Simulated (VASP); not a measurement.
Input of a VASP 6.6.1 run:

The input POSCAR:

```
Si2W
1.0
    3.3558012921      0.0000000000      0.0000000000
    0.0000000000      3.3558012921      0.0000000000
    0.0000000000      0.0000000000      7.5938915594
Si W
4 2
Direct
    0.0000000000      0.0000000000      0.3354944298
    0.5000000000      0.5000000000      0.1645055702
    0.5000000000      0.5000000000      0.8354944298
    0.0000000000      0.0000000000      0.6645055702
    0.0000000000      0.0000000000      0.0000000000
    0.5000000000      0.5000000000      0.5000000000
```

Contents of INCAR.step1:

```
PREC = Accurate
ENCUT = 520
ISMEAR = 0
SIGMA = 0.1
LREAL = F
LASPH = T
NELM = 60
NBANDS = 31
GGA = PE
ALGO = Normal
EDIFF = 1E-4
LWAVE = T
LCHARG = F
```

File INCAR.step2:

```
PREC = Accurate
ENCUT = 520
EDIFF = 1E-7
ISMEAR = 0
SIGMA = 0.1
LREAL = F
LASPH = T
NELM = 60
ALGO = Normal
ISIF = 2
LWAVE = F
LCHARG = F
METAGGA = R2SCAN
LMIXTAU = T
NBANDS = 31
ISTART = 1
```

File KPOINTS:

```
regular mesh
0
Gamma
  12 12 6
```

Potentials or basis: VASP PAW PBE potentials, release 64 (Si, W_sv).

Run with:

```sh
$ cat potpaw_PBE.64/Si/POTCAR potpaw_PBE.64/W_sv/POTCAR > POTCAR
$ cp INCAR.step1 INCAR
$ mpirun -np 1 vasp_std > vasp.out
$ cp INCAR.step2 INCAR
$ mpirun -np 1 vasp_std > vasp.out
```

**Question.** What does it give for the band gap on the k mesh?

**Answer.** Zero (band 22 reaches 11.43 eV, above the bottom of band 23 at 10.68 eV).

**Question.** What does it give for the pressure?

**Answer.** -9.7 GPa.

**Question.** What does it give for the largest force?

**Answer.** 0.007 eV/Å.

Stress tensor (GPa, compression positive):
```
-18.77   0.00   0.00
  0.00 -18.77   0.00
  0.00   0.00   8.59
```

Caveat: the cell differs from its parent crystal (biaxial strain in the a-b plane: +4.5 %); the PAW data sets were made with another functional, which shifts forces and pressure a little; spin-orbit coupling is left out, which moves the levels of the heavy elements.
